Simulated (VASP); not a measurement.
Here is a VASP 6.6.1 calculation.

Contents of INCAR:

```
PREC     = Accurate       # precision mode
ENCUT    = 520            # plane-wave cutoff, eV
EDIFF    = 1E-7           # SCF threshold, eV
ISMEAR   = 0              # smearing method
SIGMA    = 0.1            # smearing width, eV
LREAL    = False          # projectors in reciprocal space
LASPH    = True           # aspherical terms in the spheres
NELM     = 80             # most SCF steps
ALGO     = Normal         # electronic algorithm
ISIF     = 2              # what is computed and relaxed
LWAVE    = False          # write WAVECAR
LCHARG   = False          # write CHGCAR
GGA      = PE             # functional
NBANDS   = 9              # bands
```

Contents of KPOINTS:

```
Automatic mesh
0
Gamma
  16 16 16
```

The input POSCAR:

```
S
1.0
   -0.0011966102      1.9750849197      2.0050001748
    2.0038035646      0.0000000000      2.0038035646
    1.9953475192      1.9654322640      0.0084560455
S
1
Direct
    0.0000000000      0.0000000000      0.0000000000
```

Potentials or basis: VASP PAW PBE potentials, release 64 (S).

Launch:

```console
$ cat potpaw_PBE.64/S/POTCAR > POTCAR
$ mpirun -np 1 vasp_std > vasp.out
```

(1) Predict the pressure.

(2) Predict the band gap on the k mesh.

Results:

(1) 0.3 GPa.

(2) zero (band 3 reaches 10.69 eV, above the bottom of band 4 at 4.89 eV).

Caveat: the cell differs from its parent crystal (strained).
